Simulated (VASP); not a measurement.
**Cr: single point with PBEsol**

Crystal: Cr.

```
Cr
1.0
     2.71400    0.00000    0.00000
    -1.35700    2.35039    0.00000
     0.00000    0.00000    4.41000
Cr
2
Direct
  0.66667 0.33333 0.75000
  0.33333 0.66667 0.25000
```

```
Program             : VASP 6.6.1
Task                : single point
Functional          : PBEsol
Potentials or basis : VASP PAW PBE potentials, release 64 (Cr_pv)
Cutoff              : 520 eV
k mesh              : 11 × 11 × 6
Occupations         : fermi-dirac, width 0.05 eV
Spin                : collinear spin, ferromagnetic start
Starting moments    : [3.0, 3.0] μB
```

```yaml
Pressure: -32.1 GPa
Net_moment: 1.69 μB per cell
Site_moments: Cr +0.78 μB
Valence_electrons_inside_the_program's_atomic_spheres: Cr 10.71
```

Stress tensor (GPa, compression positive):
```
-33.60   0.00   0.00
  0.00 -33.60   0.00
  0.00   0.00 -29.23
```

Levels at points of the mesh, in eV from the Fermi level:
Spin up:
```
           k point  band 11  band 12  band 13  band 14  band 15  band 16
(0.00, 0.00, 0.00)    -0.61    -0.28    -0.28     0.17     0.17     0.40
(0.00, 0.00, 0.50)    -0.71    -0.71    -0.71    -0.71     1.06     1.06
```
Spin down:
| k point | band 9 | band 10 | band 11 | band 12 | band 13 | band 14 |
| --- | --- | --- | --- | --- | --- | --- |
| (0.00, 0.00, 0.00) | -0.01 | 0.06 | 0.06 | 0.44 | 0.44 | 0.68 |
| (0.00, 0.00, 0.50) | -0.57 | -0.57 | 0.00 | 0.00 | 0.00 | 0.00 |

Run time: 32 s on 1 thread of Intel(R) Xeon(R) 6975P-C (Granite Rapids) (shared host), peak memory 0.18 GiB.

Caveat: the PAW data sets were made with another functional, which shifts forces and pressure a little.
